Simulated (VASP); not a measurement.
# HfB (Fm-3m) in VASP: settings compared

HfB is run at these levels: PBEsol, PBE; tasks: single point.

Everything below comes from runs of VASP 6.6.1. Logs are shortened: lines on timing, memory, paths and dates and some standing lists are left out, and cuts for length are marked.

### Step 1. The cell of the first run

Symmetry: Fm-3m, No. 225, cubic system. The conventional cell has a = 4.620 Å, b = 4.620 Å, c = 4.620 Å, α = 90.00°, β = 90.00°, γ = 90.00°. Hf (site symmetry m-3m) has 6 B at 2.31 Å within 3.1 Å. B (site symmetry m-3m) has 6 Hf at 2.31 Å within 3.1 Å.

### Step 2. Single point, PBEsol

Contents of INCAR:

```
SYSTEM = HfB
PREC = Accurate
ENCUT = 520
EDIFF = 1E-7
ISMEAR = -1
SIGMA = 0.05
LREAL = .FALSE.
LASPH = .TRUE.
NELM = 100
ALGO = Normal
ISIF = 2
LWAVE = .FALSE.
LCHARG = .FALSE.
GGA = PS
NBANDS = 14
```

Contents of KPOINTS:

```
Automatic mesh
0
G
  8 8 8
  0 0 0
```

Contents of POSCAR:

```
HfB
1.0
    0.0000000000      2.3100000000      2.3100000000
    2.3100000000      0.0000000000      2.3100000000
    2.3100000000      2.3100000000      0.0000000000
Hf B
1 1
Direct
    0.5000000000      0.5000000000      0.5000000000
    0.0000000000      0.0000000000      0.0000000000
```

Potentials or basis: VASP PAW PBE potentials, release 64 (Hf_pv, B).

Started as:

```console
> cat potpaw_PBE.64/Hf_pv/POTCAR potpaw_PBE.64/B/POTCAR > POTCAR
> mpirun -np 1 vasp_std > vasp.out
```

OUTCAR:

```text
SYSTEM = HfB
   PREC = Accurate
   ENCUT = 520
   EDIFF = 1E-7
   ISMEAR = -1
   LREAL = .FALSE.
   LASPH = .TRUE.
   NELM = 100
   ISIF = 2
   GGA = PS

 ion  position               nearest neighbor table
   1  0.500  0.500  0.500-   2 2.31   2 2.31   2 2.31   2 2.31   2 2.31   2 2.31
   2  0.000  0.000  0.000-   1 2.31   1 2.31   1 2.31   1 2.31   1 2.31   1 2.31

  LATTYP: Found a face centered cubic cell.
 ALAT       =     4.6200000000

  Lattice vectors:

 A1 = (   0.0000000000,   2.3100000000,   2.3100000000)
 A2 = (   2.3100000000,   0.0000000000,   2.3100000000)
 A3 = (   2.3100000000,   2.3100000000,   0.0000000000)

Analysis of symmetry for initial positions (statically):
=====================================================================
 Subroutine PRICEL returns:
 Original cell was already a primitive cell.

 Routine SETGRP: Setting up the symmetry group for a
 face centered cubic supercell.

 Subroutine GETGRP returns: Found 48 space group operations
 (whereof 48 operations were pure point group operations)
 out of a pool of 48 trial point group operations.

The static configuration has the point symmetry O_h .

Analysis of symmetry for dynamics (positions and initial velocities):
=====================================================================
 Subroutine PRICEL returns:
 Original cell was already a primitive cell.

 Routine SETGRP: Setting up the symmetry group for a
 face centered cubic supercell.

 Subroutine GETGRP returns: Found 48 space group operations
 (whereof 48 operations were pure point group operations)
 out of a pool of 48 trial point group operations.

The dynamic configuration has the point symmetry O_h .

 Subroutine INISYM returns: Found 48 space group operations
 (whereof 48 operations are pure point group operations),
 and found     1 'primitive' translations

----------------------------------------------------------------------------------------

                                     Primitive cell

  volume of cell :      24.6528

  direct lattice vectors                    reciprocal lattice vectors
     0.000000000  2.310000000  2.310000000    -0.216450216  0.216450216  0.216450216
     2.310000000  0.000000000  2.310000000     0.216450216 -0.216450216  0.216450216
     2.310000000  2.310000000  0.000000000     0.216450216  0.216450216 -0.216450216

  length of vectors
     3.266833329  3.266833329  3.266833329     0.374902772  0.374902772  0.374902772

  position of ions in fractional coordinates (direct lattice)
     0.500000000  0.500000000  0.500000000
     0.000000000  0.000000000  0.000000000

  ion indices of the primitive-cell ions
   primitive index   ion index
                 1           1
                 2           2

----------------------------------------------------------------------------------------

 KPOINTS: Automatic mesh

Automatic generation of k-mesh.
 Grid dimensions read from file:
 generate k-points for:    8    8    8

 Generating k-lattice:

  Cartesian coordinates                     Fractional coordinates (reciprocal lattice)
    -0.027056277  0.027056277  0.027056277     0.125000000  0.000000000  0.000000000
     0.027056277 -0.027056277  0.027056277     0.000000000  0.125000000  0.000000000
     0.027056277  0.027056277 -0.027056277     0.000000000  0.000000000  0.125000000

  Length of vectors
     0.046862847  0.046862847  0.046862847

  Shift w.r.t. Gamma in fractional coordinates (k-lattice)
     0.000000000  0.000000000  0.000000000

 Subroutine IBZKPT returns following result:
 ===========================================

 Found     29 irreducible k-points:

 Following reciprocal coordinates:
            Coordinates               Weight
  0.000000  0.000000  0.000000      1.000000
  0.125000  0.000000  0.000000      8.000000
  0.250000  0.000000  0.000000      8.000000
  0.375000  0.000000  0.000000      8.000000
  0.500000  0.000000  0.000000      4.000000
  0.125000  0.125000  0.000000      6.000000
[... 16 lines left out ...]
  0.500000  0.250000  0.125000     48.000000
 -0.375000  0.250000  0.125000     24.000000
 [... further k-points ...]
   k-points           NKPTS =     29   k-points in BZ     NKDIM =     29   number of bands    NBANDS=     14
   number of dos      NEDOS =    301   number of ions     NIONS =      2
   total plane-waves  NPLWV =  13824
   dimension x,y,z NGX =    24 NGY =   24 NGZ =   24
   dimension x,y,z NGXF=    48 NGYF=   48 NGZF=   48
   ions per type =               1   1
   NGX,Y,Z   is equivalent  to a cutoff of  12.21, 12.21, 12.21 a.u.
   NGXF,Y,Z  is equivalent  to a cutoff of  24.43, 24.43, 24.43 a.u.
 SYSTEM =  HfB
   PREC   = accura    normal or accurate (medium, high low for compatibility)
   ISTART =      0    job   : 0-new  1-cont  2-samecut
   ICHARG =      2    charge: 1-file 2-atom 10-const
   ISPIN  =      1    spin polarized calculation?
   LNONCOLLINEAR =      F non collinear calculations
   LSORBIT =      F    spin-orbit coupling
   LASPH  =      T    aspherical Exc in radial PAW
   ENCUT  =  520.0 eV  38.22 Ry    6.18 a.u.   6.07  6.07  6.07*2*pi/ulx,y,z
   NELM   =    100;   NELMIN=  2; NELMDL= -5     # of ELM steps
   EDIFF  = 0.1E-06   stopping-criterion for ELM
   LREAL  =      F    real-space projection
   EDIFFG = 0.1E-05   stopping-criterion for IOM
   NSW    =      0    number of steps for IOM
   IBRION =     -1    ionic relax: 0-MD 1-quasi-New 2-CG
   NFREE  =      0    steps in history (QN), initial steepest desc. (CG)
   ISIF   =      2    stress and relaxation
   ISYM   =      2    0-nonsym 1-usesym 2-fastsym
   POTIM  = 0.5000    time-step for ionic-motion
   TEBEG  =    0.0;   TEEND  =   0.0 temperature during run
   PSTRESS=    0.0 pullay stress
   NELECT =      13.0000    total number of electrons
   NUPDOWN=      -1.0000    fix difference up-down
   EMIN   =  10.00;   EMAX   =-10.00  energy-range for DOS
   EFERMI =   0.00;   METHOD = LEGACY
   ISMEAR =    -1;   SIGMA  =   0.05  broadening in eV -4-tet -1-fermi 0-gaus
   EFERMI_NEDOS =   21; number of points for ismear=-14 and -15
   IALGO  =     38    algorithm
   IMIX   =      4    mixing-type and parameters
     AMIX     =   0.40;   BMIX     =  1.00
     AMIX_MAG =   1.60;   BMIX_MAG =  1.00
  volume/ion in A,a.u.               =      12.33        83.18
  Fermi-wavevector in a.u.,A,eV,Ry     =   1.322617  2.499383 23.800871  1.749315
  Thomas-Fermi vector in A             =   2.452285
   LORBIT       =      0    0 simple, 1 ext, 2 COOP (PROOUT), +10 PAW based schemes
   GGA     = PS    functional components
   LHFCALC =     F    Hartree Fock is set to
   AEXX    =    0.0000 exact exchange contribution
   IVDW    =     0    specifies the selected vdW correction
   LEPSILON=     F    determine dielectric tensor
   LRPA    =     F    only Hartree local field effects (RPA)
 non-spin polarized calculation
  energy-cutoff  :      520.00
  volume of cell :       24.65
 maximum number of plane-waves:       684
   NGX = 13   NGY = 13   NGZ = 13

 number of electron      13.0000002 magnetization

 Free energy of the ion-electron system (eV)
  ---------------------------------------------------
  ext. energy  EPLUGINS =         0.00000000
  ---------------------------------------------------
  free energy    TOTEN  =       -18.20147856 eV

  energy without entropy =      -18.19027119  energy(sigma->0) =      -18.19587487

 E-fermi :   5.0467     XC(G=0): -12.4024

 val. band max:        5.0124667543   @ k =   0.5000   0.2500   0.0000
 cond. band min:       5.0644771259   @ k =   0.2500   0.1250   0.0000
 fundamental gap:      0.0520103716
 Fermi energy:         5.0467276502

 k-point     1 :       0.0000    0.0000    0.0000
  band No.  band energies     occupation
      1     -23.2526      2.00000
      2     -23.2526      2.00000
      3     -23.2526      2.00000
      4      -4.5647      2.00000
      5       7.1486      0.00000
      6       7.1486      0.00000
      7       7.1486      0.00000
      8       9.0002      0.00000
      9       9.0002      0.00000
     10       9.0002      0.00000
     11       9.1951      0.00000
     12       9.1951      0.00000
     13      16.6497      0.00000
     14      18.0437      0.00000

 k-point     2 :       0.1250    0.0000    0.0000
  band No.  band energies     occupation
      1     -23.3677      2.00000
      2     -23.2643      2.00000
      3     -23.2643      2.00000
      4      -4.1164      2.00000
      5       5.8979      0.00000
      6       6.5072      0.00000
      7       6.5072      0.00000
      8       7.9496      0.00000
      9       7.9496      0.00000
     10       9.5727      0.00000
     11      11.7926      0.00000
     12      11.7926      0.00000
     13      17.7683      0.00000
     14      18.5049      0.00000

 k-point     3 :       0.2500    0.0000    0.0000
  band No.  band energies     occupation
      1     -23.6351      2.00000
      2     -23.2923      2.00000
      3     -23.2923      2.00000
      4      -2.9132      2.00000
      5       3.9976      2.00000
      6       4.9624      1.68737
      7       4.9624      1.68737
      8       8.9910      0.00000
      9       8.9910      0.00000
     10      10.1611      0.00000
     11      14.8498      0.00000
     12      14.8498      0.00000
     13      18.4703      0.00000
     14      20.1391      0.00000
[... 324 lines left out ...]
 k-point    23 :       0.5000    0.2500    0.1250
  band No.  band energies     occupation
      1     -23.8273      2.00000
      2     -23.5105      2.00000
      3     -23.3740      2.00000
      4      -0.7857      2.00000
      5       1.9632      2.00000
      6       3.8801      2.00000
      7       4.4772      1.99998
      8       9.0863      0.00000
      9      11.8216      0.00000
     10      12.3036      0.00000
     11      14.3966      0.00000
     12      16.7650      0.00000
     13      19.6076      0.00000
     14      20.1178      0.00000

 k-point    24 :      -0.3750    0.2500    0.1250
  band No.  band energies     occupation
      1     -23.8864      2.00000
      2     -23.5312      2.00000
      3     -23.3969      2.00000
      4       0.0731      2.00000
      5       1.2277      2.00000
      6       3.7938      2.00000
      7       4.2480      2.00000
      8      10.4734      0.00000
      9      10.5586      0.00000
     10      12.3813      0.00000
     11      16.4631      0.00000
     12      16.4987      0.00000
     13      17.7902      0.00000
     14      20.1704      0.00000

 [... further k-points ...]
[... 5 lines left out ...]
  --------------------------------------------------------------------------------------
  -------------------------------------------------------------------------------------
  Total        3.7917672      3.7917672      3.7917672      0.0000000      0.0000000     -0.0000000
  in kB      246.4258805    246.4258805    246.4258805      0.0000000      0.0000000     -0.0000000
  external PRESSURE =     246.4258805 kB  Pullay stress =       0.0000000 kB

 VOLUME and BASIS-vectors are now :
 -----------------------------------------------------------------------------
  energy-cutoff  :      520.00
  volume of cell :       24.65
      direct lattice vectors                 reciprocal lattice vectors
     0.000000000  2.310000000  2.310000000    -0.216450216  0.216450216  0.216450216
     2.310000000  0.000000000  2.310000000     0.216450216 -0.216450216  0.216450216
     2.310000000  2.310000000  0.000000000     0.216450216  0.216450216 -0.216450216

 POSITION                                       TOTAL-FORCE (eV/Angst)
 -----------------------------------------------------------------------------------
      2.31000      2.31000      2.31000        -0.000000      0.000000     -0.000000
      0.00000      0.00000      0.00000         0.000000     -0.000000      0.000000
 -----------------------------------------------------------------------------------
    total drift:                                0.000000     -0.000000      0.000000

  FREE ENERGIE OF THE ION-ELECTRON SYSTEM (eV)
  ---------------------------------------------------
  free  energy   TOTEN  =       -18.2014785553 eV

  energy  without entropy=      -18.1902711890  energy(sigma->0) =      -18.19587487
```

It took 11 s on 1 thread of Intel Xeon 8259CL, shared host; peak memory 0.14 GiB.

What came out:

```
Free energy : -18.2015 eV
Pressure    : 24.6 GPa
```

Caveat: the PAW data sets were made with another functional, which shifts forces and pressure a little; spin-orbit coupling is left out, which moves the levels of the heavy elements.

### Step 3. Single point, PBE

Contents of INCAR:

```
PREC = Accurate
ENCUT = 520
EDIFF = 1E-6
ISMEAR = -1
SIGMA = 0.03
LREAL = False
LASPH = True
NELM = 100
ALGO = Normal
ISIF = 2
LWAVE = False
LCHARG = True
GGA = PE
LELF = True
LVHAR = True
NBANDS = 14
```

Contents of KPOINTS:

```
Automatic mesh
0
Gamma
  5 5 5
```

POSCAR is that of step 2.

Potentials or basis: VASP PAW PBE potentials, release 64 (Hf_pv, B).

Started as:

```console
> cat potpaw_PBE.64/Hf_pv/POTCAR potpaw_PBE.64/B/POTCAR > POTCAR
> mpirun -np 1 vasp_std > vasp.out
```

It took 6.8 s on 1 thread of AMD EPYC 7R13, shared host; peak memory 0.11 GiB.

Results (log left out):

* Free energy: -17.1682 eV
* Pressure: 31.5 GPa

Levels at points of the mesh, in eV from the Fermi level:
```
           k point  band 2  band 3  band 4  band 5  band 6  band 7  band 8  band 9  band 10  band 11
(0.00, 0.00, 0.00)  -28.54  -28.54   -9.80    1.97    1.97    1.97    3.74    3.74     3.74     3.99
```

Caveat: the k points lie up to 0.47 Å⁻¹ apart; spin-orbit coupling is left out, which moves the levels of the heavy elements.
